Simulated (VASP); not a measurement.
# CaPdI4 (P1) in VASP: single point with PBEsol

Aim: the single point of CaPdI4 with PBEsol.

All numbers are computed with VASP 6.6.1; they aren't measurements. Logs are shortened: lines on timing, memory, paths and dates and some standing lists are left out, and cuts for length are marked.

### 1 The cell of the first run

The typed cell holds 6 atoms: a = 5.967 Å, b = 5.964 Å, c = 7.248 Å, α = 66.11°, β = 114.65°, γ = 89.95°.

### 2 Single point, PBEsol

The input, INCAR:

```
SYSTEM = CaPdI4
ALGO = Normal ; EDIFF = 1E-7
ENCUT = 520 ; GGA = PS
ISIF = 2 ; ISMEAR = -1
LASPH = .True. ; LCHARG = .False.
LREAL = .False. ; LWAVE = .False.
NBANDS = 33 ; NELM = 100
PREC = Accurate ; SIGMA = 0.05
```

The input, KPOINTS:

```
k-points
0
Gamma
  4 4 2
  0 0 0
```

The input, POSCAR:

```
CaPdI4
1.0
    5.8680321401      0.1001640834     -1.0785932963
    0.0987186750      5.8694909904      1.0516248890
   -1.8604721414      1.8012199916      6.7695117974
Ca Pd I
1 1 4
Direct
   -0.1997981490     -0.2080924138      0.0011800854
    0.5551497275      0.5365679333      0.5011899945
    0.7809348807      0.3187256316      0.9448753728
    0.3294025780      0.7549024656      0.0575343841
    0.5500311200      0.0425831846      0.4886653367
    0.0617567242      0.5297289860      0.5137367777
```

Potentials or basis: VASP PAW PBE potentials, release 64 (Ca_sv, Pd, I).

Command:

```console
> cat potpaw_PBE.64/Ca_sv/POTCAR potpaw_PBE.64/Pd/POTCAR potpaw_PBE.64/I/POTCAR > POTCAR
> mpirun -np 1 vasp_std > vasp.out
```

OUTCAR:

```text
SYSTEM = CaPdI4
   EDIFF = 1E-7
   ENCUT = 520
   GGA = PS
   ISIF = 2
   ISMEAR = -1
   LASPH = .True.
   LREAL = .False.
   NELM = 100
   PREC = Accurate

 ion  position               nearest neighbor table
   1  0.800  0.792  0.001-   3 3.00   4 3.00   4 3.01   3 3.01   5 3.02   6 3.02
   2  0.555  0.537  0.501-   4 2.62   3 2.62   5 2.98   6 2.98   5 2.98   6 2.99
   3  0.781  0.319  0.945-   2 2.62   1 3.00   1 3.01
   4  0.329  0.755  0.058-   2 2.62   1 3.00   1 3.01
   5  0.550  0.043  0.489-   2 2.98   2 2.98   1 3.02
   6  0.062  0.530  0.514-   2 2.98   2 2.99   1 3.02

  LATTYP: Found a triclinic cell.
 ALAT       =     5.9671766808
 B/A-ratio  =     1.4131561494
 C/A-ratio  =     1.2091856786
 COS(alpha) =     0.0004645531
 COS(beta)  =     0.4080470016
 COS(gamma) =     0.7069816315

  Lattice vectors:

 A1 = (  -5.8680321401,  -0.1001640834,   1.0785932963)
 A2 = (  -5.7693134651,   5.7693269070,   2.1302181853)
 A3 = (  -4.0075599987,  -1.9013840750,  -5.6909185011)

Analysis of symmetry for initial positions (statically):
=====================================================================
 Subroutine PRICEL returns:
 Original cell was already a primitive cell.

 Routine SETGRP: Setting up the symmetry group for a
 triclinic supercell.

 Subroutine GETGRP returns: Found  1 space group operations
 (whereof  1 operations were pure point group operations)
 out of a pool of  2 trial point group operations.

The static configuration has the point symmetry C_1 .

Analysis of symmetry for dynamics (positions and initial velocities):
=====================================================================
 Subroutine PRICEL returns:
 Original cell was already a primitive cell.

 Routine SETGRP: Setting up the symmetry group for a
 triclinic supercell.

 Subroutine GETGRP returns: Found  1 space group operations
 (whereof  1 operations were pure point group operations)
 out of a pool of  2 trial point group operations.

The dynamic configuration has the point symmetry C_1 .

 Subroutine INISYM returns: Found  1 space group operations
 (whereof  1 operations are pure point group operations),
 and found     1 'primitive' translations

----------------------------------------------------------------------------------------

                                     Primitive cell

  volume of cell :     209.8097

  direct lattice vectors                    reciprocal lattice vectors
     5.868032140  0.100164083 -1.078593296     0.180350927 -0.012510363  0.052894773
     0.098718675  5.869490990  1.051624889    -0.012491535  0.179767729 -0.051265348
    -1.860472141  1.801219992  6.769511797     0.030676025 -0.029919707  0.164112849

  length of vectors
     5.967176681  5.963772696  7.247899007     0.188363540  0.187351570  0.169614959

  position of ions in fractional coordinates (direct lattice)
     0.800201851  0.791907586  0.001180085
     0.555149728  0.536567933  0.501189995
     0.780934881  0.318725632  0.944875373
     0.329402578  0.754902466  0.057534384
     0.550031120  0.042583185  0.488665337
     0.061756724  0.529728986  0.513736778

  ion indices of the primitive-cell ions
   primitive index   ion index
                 1           1
                 2           2
                 3           3
                 4           4
                 5           5
                 6           6

----------------------------------------------------------------------------------------

 KPOINTS: k-points

Automatic generation of k-mesh.
 Grid dimensions read from file:
 generate k-points for:    4    4    2

 Generating k-lattice:

  Cartesian coordinates                     Fractional coordinates (reciprocal lattice)
     0.045087732 -0.003127591  0.013223693     0.250000000 -0.000000000 -0.000000000
    -0.003122884  0.044941932 -0.012816337     0.000000000  0.250000000 -0.000000000
     0.015338012 -0.014959854  0.082056424     0.000000000  0.000000000  0.500000000

  Length of vectors
     0.047090885  0.046837892  0.084807480

  Shift w.r.t. Gamma in fractional coordinates (k-lattice)
     0.000000000  0.000000000  0.000000000

 Subroutine IBZKPT returns following result:
 ===========================================

 Found     20 irreducible k-points:

 Following reciprocal coordinates:
            Coordinates               Weight
  0.000000  0.000000  0.000000      1.000000
  0.250000  0.000000  0.000000      2.000000
  0.500000  0.000000  0.000000      1.000000
  0.000000  0.250000 -0.000000      2.000000
  0.250000  0.250000 -0.000000      2.000000
  0.500000  0.250000  0.000000      2.000000
[... 12 lines left out ...]
  0.250000  0.500000  0.500000      2.000000
  0.500000  0.500000  0.500000      1.000000
   k-points           NKPTS =     20   k-points in BZ     NKDIM =     20   number of bands    NBANDS=     33
   number of dos      NEDOS =    301   number of ions     NIONS =      6
   total plane-waves  NPLWV = 124416
   dimension x,y,z NGX =    48 NGY =   48 NGZ =   54
   dimension x,y,z NGXF=    96 NGYF=   96 NGZF=  108
   ions per type =               1   1   4
   NGX,Y,Z   is equivalent  to a cutoff of  13.37, 13.38, 12.39 a.u.
   NGXF,Y,Z  is equivalent  to a cutoff of  26.75, 26.76, 24.77 a.u.
 SYSTEM =  CaPdI4
   PREC   = accura    normal or accurate (medium, high low for compatibility)
   ISTART =      0    job   : 0-new  1-cont  2-samecut
   ICHARG =      2    charge: 1-file 2-atom 10-const
   ISPIN  =      1    spin polarized calculation?
   LNONCOLLINEAR =      F non collinear calculations
   LSORBIT =      F    spin-orbit coupling
   LASPH  =      T    aspherical Exc in radial PAW
   ENCUT  =  520.0 eV  38.22 Ry    6.18 a.u.  11.09 11.09 13.48*2*pi/ulx,y,z
   NELM   =    100;   NELMIN=  2; NELMDL= -5     # of ELM steps
   EDIFF  = 0.1E-06   stopping-criterion for ELM
   LREAL  =      F    real-space projection
   EDIFFG = 0.1E-05   stopping-criterion for IOM
   NSW    =      0    number of steps for IOM
   IBRION =     -1    ionic relax: 0-MD 1-quasi-New 2-CG
   NFREE  =      0    steps in history (QN), initial steepest desc. (CG)
   ISIF   =      2    stress and relaxation
   ISYM   =      2    0-nonsym 1-usesym 2-fastsym
   POTIM  = 0.5000    time-step for ionic-motion
   TEBEG  =    0.0;   TEEND  =   0.0 temperature during run
   PSTRESS=    0.0 pullay stress
   NELECT =      48.0000    total number of electrons
   NUPDOWN=      -1.0000    fix difference up-down
   EMIN   =  10.00;   EMAX   =-10.00  energy-range for DOS
   EFERMI =   0.00;   METHOD = LEGACY
   ISMEAR =    -1;   SIGMA  =   0.05  broadening in eV -4-tet -1-fermi 0-gaus
   EFERMI_NEDOS =   21; number of points for ismear=-14 and -15
   IALGO  =     38    algorithm
   IMIX   =      4    mixing-type and parameters
     AMIX     =   0.40;   BMIX     =  1.00
     AMIX_MAG =   1.60;   BMIX_MAG =  1.00
  volume/ion in A,a.u.               =      34.97       235.98
  Fermi-wavevector in a.u.,A,eV,Ry     =   1.001260  1.892106 13.640124  1.002521
  Thomas-Fermi vector in A             =   2.133670
   LORBIT       =      0    0 simple, 1 ext, 2 COOP (PROOUT), +10 PAW based schemes
   GGA     = PS    functional components
   LHFCALC =     F    Hartree Fock is set to
   AEXX    =    0.0000 exact exchange contribution
   IVDW    =     0    specifies the selected vdW correction
   LEPSILON=     F    determine dielectric tensor
   LRPA    =     F    only Hartree local field effects (RPA)
 non-spin polarized calculation
  energy-cutoff  :      520.00
  volume of cell :      209.81
 maximum number of plane-waves:      5670
 NGX is ok and might be reduce to    48
   NGX = 23   NGY = 23   NGZ = 27

 number of electron      48.0000000 magnetization

 Free energy of the ion-electron system (eV)
  ---------------------------------------------------
  ext. energy  EPLUGINS =         0.00000000
  ---------------------------------------------------
  free energy    TOTEN  =       -19.89758958 eV

  energy without entropy =      -19.87108160  energy(sigma->0) =      -19.88433559

 E-fermi :   3.4608     XC(G=0):  -8.7004

 val. band max:        3.3678306091   @ k =   0.5000   0.2500   0.0000
 cond. band min:       3.5200633468   @ k =   0.2500   0.0000   0.0000
 fundamental gap:      0.1522327377
 Fermi energy:         3.4607552611

 k-point     1 :       0.0000    0.0000    0.0000
  band No.  band energies     occupation
      1     -36.9279      2.00000
      2     -18.0902      2.00000
      3     -18.0898      2.00000
      4     -18.0309      2.00000
      5      -9.6739      2.00000
      6      -9.0686      2.00000
[... 25 lines left out ...]
     32       7.8218      0.00000
     33       9.4392      0.00000

 k-point     2 :       0.2500    0.0000    0.0000
  band No.  band energies     occupation
      1     -36.9279      2.00000
      2     -18.0939      2.00000
      3     -18.0901      2.00000
      4     -18.0309      2.00000
      5      -9.5541      2.00000
      6      -9.1042      2.00000
[... 25 lines left out ...]
     32       8.5661      0.00000
     33       9.2935      0.00000

 k-point     3 :       0.5000    0.0000    0.0000
  band No.  band energies     occupation
      1     -36.9279      2.00000
      2     -18.0979      2.00000
      3     -18.0900      2.00000
      4     -18.0308      2.00000
      5      -9.3796      2.00000
      6      -9.1825      2.00000
[... 25 lines left out ...]
     32       9.1374      0.00000
     33       9.5100      0.00000

 k-point     4 :       0.0000    0.2500   -0.0000
  band No.  band energies     occupation
      1     -36.9279      2.00000
      2     -18.0943      2.00000
      3     -18.0897      2.00000
      4     -18.0309      2.00000
      5      -9.5584      2.00000
      6      -9.0993      2.00000
[... 529 lines left out ...]
     32       9.1392      0.00000
     33       9.4624      0.00000

 k-point    19 :       0.2500    0.5000    0.5000
  band No.  band energies     occupation
      1     -36.9279      2.00000
      2     -18.0982      2.00000
      3     -18.0936      2.00000
      4     -18.0307      2.00000
      5      -9.3249      2.00000
      6      -9.1480      2.00000
[... 25 lines left out ...]
     32       8.8083      0.00000
     33       9.1343      0.00000

 k-point    20 :       0.5000    0.5000    0.5000
  band No.  band energies     occupation
      1     -36.9279      2.00000
      2     -18.0981      2.00000
      3     -18.0977      2.00000
      4     -18.0305      2.00000
      5      -9.2666      2.00000
      6      -9.1143      2.00000
[... 25 lines left out ...]
     32       8.7672      0.00000
     33       9.2743      0.00000

------------------------ aborting loop because EDIFF is reached ----------------------------------------

  FORCE on cell =-STRESS in cart. coord.  units (eV):
  Direction    XX          YY          ZZ          XY          YZ          ZX
  --------------------------------------------------------------------------------------
  -------------------------------------------------------------------------------------
  Total        0.0296543      0.0587602      0.0731518     -0.0012451      0.0151766      0.0041690
  in kB        0.2264504      0.4487128      0.5586117     -0.0095077      0.1158933      0.0318356
  external PRESSURE =       0.4112583 kB  Pullay stress =       0.0000000 kB

 VOLUME and BASIS-vectors are now :
 -----------------------------------------------------------------------------
  energy-cutoff  :      520.00
  volume of cell :      209.81
      direct lattice vectors                 reciprocal lattice vectors
     5.868032140  0.100164083 -1.078593296     0.180350927 -0.012510363  0.052894773
     0.098718675  5.869490990  1.051624889    -0.012491535  0.179767729 -0.051265348
    -1.860472141  1.801219992  6.769511797     0.030676025 -0.029919707  0.164112849

 POSITION                                       TOTAL-FORCE (eV/Angst)
 -----------------------------------------------------------------------------------
      4.77159      4.73037     -0.02231        -0.002330     -0.003890      0.001252
      2.37816      4.10774      3.35830         0.000457     -0.001816      0.000078
      2.85610      3.65091      5.88921        -0.002314      0.004529     -0.005215
      1.90043      4.56752      0.82806         0.004021     -0.000668      0.004467
      2.32266      1.18523      2.75955        -0.002982      0.003925     -0.013146
     -0.54111      4.04078      3.96821         0.003148     -0.002079      0.012563
 -----------------------------------------------------------------------------------
    total drift:                                0.000082     -0.000117     -0.000037

  FREE ENERGIE OF THE ION-ELECTRON SYSTEM (eV)
  ---------------------------------------------------
  free  energy   TOTEN  =       -19.8975895830 eV

  energy  without entropy=      -19.8710816000  energy(sigma->0) =      -19.88433559
```

It took 2.9 min on 1 thread of Intel Xeon Platinum 8488C (Sapphire Rapids), shared host; peak memory 0.42 GiB.

What came out:

- Free energy: -19.8976 eV
- Pressure: 0.0 GPa
- Largest force: 0.014 eV/Å
- Band gap on the k mesh: zero (bands 24 and 25 overlap by 1.80 eV)

Forces on the atoms (eV/Å):
```
Ca  -0.002 -0.004  0.001
Pd   0.000 -0.002  0.000
I   -0.002  0.005 -0.005
I    0.004 -0.001  0.004
I   -0.003  0.004 -0.013
I    0.003 -0.002  0.013
```

Levels at points of the mesh, in eV from the Fermi level:
```
           k point  band 20  band 21  band 22  band 23  band 24  band 25  band 26  band 27  band 28  band 29
(0.00, 0.00, 0.00)    -1.57    -1.56    -1.21    -1.03    -0.82    -0.82     2.79     3.32     3.74     3.74
(0.50, 0.00, 0.00)    -1.53    -1.49    -1.42    -1.23    -0.90     0.80     3.45     3.67     3.92     4.06
(0.00, 0.50, 0.00)    -1.50    -1.49    -1.44    -1.23    -0.91     0.80     3.47     3.68     3.91     4.06
(0.50, 0.50, 0.00)    -1.41    -1.19    -0.86    -0.68     0.84     0.92     3.97     3.99     4.21     4.47
(0.00, 0.00, 0.50)    -1.74    -1.24    -1.24    -1.21    -0.95    -0.95     2.82     3.00     3.25     3.26
(0.50, 0.00, 0.50)    -1.50    -1.49    -1.44    -1.23    -0.91     0.80     3.47     3.68     3.91     4.06
(0.00, 0.50, 0.50)    -1.53    -1.49    -1.42    -1.23    -0.90     0.80     3.45     3.68     3.92     4.05
(0.50, 0.50, 0.50)    -1.41    -1.19    -0.86    -0.67     0.84     0.92     3.97     3.99     4.21     4.47
```

Caveat: the k points lie up to 0.46 Å⁻¹ apart, too coarse for converged energies and pressures of a metal; the PAW data sets were made with another functional, which shifts forces and pressure a little; spin-orbit coupling is left out, which moves the levels of the heavy elements.

The gap in the log of VASP goes by the Fermi energy; the results here count the filled bands.